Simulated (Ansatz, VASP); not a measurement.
# One calculation of CdI2, two programs

Contents of INCAR:

```
SYSTEM = CdI2
ALGO     = Normal         ! electronic algorithm
EDIFF    = 1E-8           ! SCF threshold, eV
ENCUT    = 400            ! plane-wave cutoff, eV
GGA      = PS             ! functional
GGA_COMPAT= .False.      
ISIF     = 2              ! what is computed and relaxed
ISMEAR   = -1             ! smearing method
LASPH    = .True.         ! aspherical terms in the spheres
LCHARG   = .False.        ! write CHGCAR
LEFG     = .True.       
LREAL    = .False.        ! projectors in reciprocal space
LWAVE    = .False.        ! write WAVECAR
NBANDS   = 20             ! bands
NELM     = 120            ! most SCF steps
PREC     = Accurate       ! precision mode
SIGMA    = 0.03           ! smearing width, eV
```

KPOINTS

```
k-points
0
Gamma
  8 8 5
  0 0 0
```

POSCAR

```
CdI2
1.0
    4.2155151402      0.0000000000      0.0000000000
   -2.1077575701      3.6507432014      0.0000000000
    0.0000000000      0.0000000000      6.8129650559
Cd I
1 2
Direct
    0.0000000000      0.0000000000      0.0000000000
    0.3333333333      0.6666666667      0.2492000000
    0.6666666667      0.3333333333      0.7508000000
```

Input for Ansatz:

```yaml
crystal:
  lattice:
    - [4.2155151402, 0.0, 0.0]
    - [-2.1077575701, 3.6507432014, 0.0]
    - [0.0, 0.0, 6.8129650559]
  atoms:
    - { symbol: Cd, position: [0.0, 0.0, 0.0] }
    - { symbol: I, position: [0.3333333333, 0.6666666667, 0.2492] }
    - { symbol: I, position: [0.6666666667, 0.3333333333, 0.7508] }
kpoints:
  mp_grid: { grid: [8, 8, 5] }
scf:
  occupations: { method: fermi_dirac, width: 0.03 }
hamiltonian:
  xc: pbesol
  pseudopotentials: { kind: paw }
output:
  forces: true
  stress: true
  eigenvalues: true
  efg: { contact_densities: true }
```

Change from the starting cell: volume scaled by 0.98, PAW files.

Alike in both runs: task electric field gradients; functional PBEsol; k mesh 8 × 8 × 5; occupations fermi-dirac, width 0.03 eV; no spin polarisation.

|  | VASP | Ansatz |
| --- | --- | --- |
| version | VASP 6.6.1 | Ansatz 0.2.0 |
| potentials or method | VASP PAW PBE potentials, release 64 (Cd, I) | PAW with Ansatz's default frozen-core files, scalar-relativistic |
| plane-wave cutoff (eV) | 400 | 420 |
| valence electrons in the cell | 26 | 54 |

|  | VASP | Ansatz | Ansatz less VASP |
| --- | --- | --- | --- |
| gap on the k mesh at the Fermi level (eV) | 2.30 | 2.31 | +0.010 |
| pressure (GPa) | 0.3 | 0.3 | +0.05 |
| traceless stress, the component that is largest in VASP (GPa) | 0.09 | 0.11 | +0.012 |
| rms of the force components (eV/Å) | 0.021 | 0.009 | -0.0128 |
| size of Vzz on the site where it differs most (V/Å²) | 56.3 | 57.4 | +1.15 |

VASP's potentials were made for PBE, not for PBEsol. Atom by atom the forces differ by 0.013 eV/Å (rms over components). VASP's potentials hold 26 valence electrons a cell and Ansatz's 54, so a difference there can come from the potentials and not from the codes.

Neither program's run includes spin-orbit coupling.
